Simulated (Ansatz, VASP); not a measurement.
## Ba2Re in VASP and in Ansatz

The input INCAR:

```
PREC = Accurate ; ENCUT = 560
EDIFF = 1E-6 ; ISMEAR = 0
SIGMA = 0.1 ; LREAL = False
LASPH = True ; NELM = 120
ALGO = Normal ; ISIF = 2
LWAVE = False ; LCHARG = False
GGA = PE ; NBANDS = 44
GGA_COMPAT = False
```

The input KPOINTS:

```
Automatic mesh
0
Gamma
  4 4 4
```

The input POSCAR:

```
Ba2Re
1.0
    5.8733243920      0.0000000000      0.0000000000
    0.0000000000      5.8733243920      0.0000000000
    0.0000000000      0.0000000000      5.8733243920
Ba Re
4 2
Direct
    0.2500000000      0.2500000000      0.2500000000
    0.2500000000      0.7500000000      0.7500000000
    0.7500000000      0.7500000000      0.2500000000
    0.7500000000      0.2500000000      0.7500000000
    0.0000000000      0.0000000000      0.0000000000
    0.5000000000      0.5000000000      0.5000000000
```

Input for Ansatz:

```yaml
crystal:
  lattice:
    - [5.873324392, 0.0, 0.0]
    - [0.0, 5.873324392, 0.0]
    - [0.0, 0.0, 5.873324392]
  atoms:
    - { symbol: Ba, position: [0.25, 0.25, 0.25] }
    - { symbol: Ba, position: [0.25, 0.75, 0.75] }
    - { symbol: Ba, position: [0.75, 0.75, 0.25] }
    - { symbol: Ba, position: [0.75, 0.25, 0.75] }
    - { symbol: Re, position: [0.0, 0.0, 0.0] }
    - { symbol: Re, position: [0.5, 0.5, 0.5] }
basis:
  ecutwfc: 420
kpoints:
  mp_grid: { grid: [4, 4, 4] }
hamiltonian:
  xc: pbe
scf:
  occupations: { method: gaussian, width: 0.1 }
  lower_state_search: "off"
output:
  forces: true
  stress: true
  eigenvalues: true
```

Alike in both runs: task single point; functional PBE; k mesh 4 × 4 × 4; occupations gaussian, width 0.1 eV; no spin polarisation.

|  | VASP | Ansatz |
| --- | --- | --- |
| version | VASP 6.6.1 | Ansatz 0.2.0 |
| potentials or method | VASP PAW PBE potentials, release 64 (Ba_sv, Re_sv_GW), cutoff 560 eV | scalar-relativistic, plane waves, PAW |
| valence electrons in the cell | 70 | 70 |

|  | VASP | Ansatz | Ansatz less VASP |
| --- | --- | --- | --- |
| gap on the k mesh at the Fermi level (eV) | none | none | - |
| pressure (GPa) | 15.1 | 11.0 | -4.05 |

A gap of «none» marks a metal or a gap that the smearing closes. One of these differences is far larger than is usual between the two programs; its cause wasn't traced. The functional is the same, so the differences come from potentials, cutoffs and numerics.

Neither program's run includes spin-orbit coupling.
